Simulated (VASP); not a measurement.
A run of VASP 6.6.1 is set up as follows.

File INCAR:

```
ALGO     = Normal         # electronic algorithm
EDIFF    = 1E-7           # SCF threshold, eV
ENCUT    = 520            # plane-wave cutoff, eV
ISIF     = 2              # what is computed and relaxed
ISMEAR   = -1             # smearing method
LASPH    = T              # aspherical terms in the spheres
LCHARG   = F              # write CHGCAR
LREAL    = F              # projectors in reciprocal space
LWAVE    = F              # write WAVECAR
NBANDS   = 30             # bands
NELM     = 80             # most SCF steps
PREC     = Accurate       # precision mode
SIGMA    = 0.02           # smearing width, eV
```

KPOINTS

```
k-points
0
Gamma
  8 8 8
```

The input POSCAR:

```
Ba2RuN2
1.0
   -2.0296659555      2.0296659555      6.4218255095
    2.0296659555     -2.0296659555      6.4218255095
    2.0296659555      2.0296659555     -6.4218255095
Ba Ru N
2 1 2
Direct
    0.1386107577      0.1386107577      0.0000000000
    0.8613892423      0.8613892423      0.0000000000
    0.5000000000      0.5000000000      0.0000000000
    0.6394923862      0.6394923862      0.0000000000
    0.3605076138      0.3605076138      0.0000000000
```

Potentials or basis: VASP PAW LDA potentials, release 64 (Ba_sv, Ru_pv, N).

The run is started by

```console
$ cat potpaw_LDA.64/Ba_sv/POTCAR potpaw_LDA.64/Ru_pv/POTCAR potpaw_LDA.64/N/POTCAR > POTCAR
$ mpirun -np 1 vasp_std > vasp.out
```

Predict the largest force.

0.051 eV/Å.

Predict the band gap on the k mesh.

zero (filled and empty bands touch).

What does it give for the pressure?

1.3 GPa.

Forces in eV/Å, atoms in the order of the input:
```
Ba   0.000  0.000  0.051
Ba   0.000  0.000 -0.051
Ru   0.000  0.000  0.000
N    0.000  0.000 -0.018
N    0.000  0.000  0.018
```

Caveat: spin-orbit coupling is left out, which moves the levels of the heavy elements.
